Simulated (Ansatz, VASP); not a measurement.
**HfB: VASP beside Ansatz**

```
CELL_PARAMETERS angstrom
0.00000 2.39370 2.39370
2.28191 0.00000 2.39370
2.28191 2.39370 0.00000
ATOMIC_POSITIONS crystal
Hf 0.49857 0.50143 0.50143
B 0.02360 0.97640 0.97640
```

Change from the starting cell: mode 4 frozen in at -0.113 Å, normal strain along x -0.0467.

Alike in both runs: task single point; functional PBEsol; k mesh 16 × 16 × 16; occupations gaussian, width 0.15 eV; no spin polarisation.

|  | VASP | Ansatz |
| --- | --- | --- |
| version | VASP 6.6.1 | Ansatz 0.2.0 |
| potentials or method | VASP PAW PBE potentials, release 64 (Hf_pv, B), cutoff 520 eV | scalar-relativistic, plane waves, PAW |
| valence electrons in the cell | 13 | 29 |

|  | VASP | Ansatz | Ansatz less VASP |
| --- | --- | --- | --- |
| gap on the k mesh at the Fermi level (eV) | none | none | - |
| pressure (GPa) | 11.9 | 11.2 | -0.68 |
| traceless stress, the component that is largest in VASP (GPa) | 16.87 | 16.57 | -0.305 |
| rms of the force components (eV/Å) | 0.931 | 0.922 | -0.0088 |

VASP's potentials were made for PBE, not for PBEsol. Atom by atom the forces differ by 0.009 eV/Å (rms over components). A gap of «none» marks a metal or a gap that the smearing closes. VASP's potentials hold 13 valence electrons a cell and Ansatz's 29, so a difference there can come from the potentials and not from the codes.

Spin-orbit coupling is off throughout.
